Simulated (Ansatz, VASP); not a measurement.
**Two plane-wave programs on Mo**

```
Mo
1.0
    -1.55590    1.55590    1.55590
     1.55590   -1.55590    1.55590
     1.55590    1.55590   -1.55590
Mo
1
Cartesian
  0.0000 0.0000 0.0000
```

Alike in both runs: functional LDA; k mesh 20 × 20 × 20; occupations fermi-dirac, width 0.08 eV; no spin polarisation.

Ansatz relaxed the structure, and its values are those at the end. VASP's run is a single point on that final structure, the one shown.

|  | VASP | Ansatz |
| --- | --- | --- |
| version | VASP 6.6.1 | Ansatz 0.2.0 |
| potentials or method | VASP PAW LDA potentials, release 64 (Mo_sv) | PAW with Ansatz's default frozen-core files, scalar-relativistic |
| plane-wave cutoff (eV) | 520 | 420 |
| valence electrons in the cell | 14 | 14 |

|  | VASP | Ansatz | Ansatz less VASP |
| --- | --- | --- | --- |
| pressure (GPa) | 1.2 | 0.0 | -1.21 |

LDA's correlation is that of Perdew and Zunger in VASP and of Perdew and Wang (1992) in Ansatz.
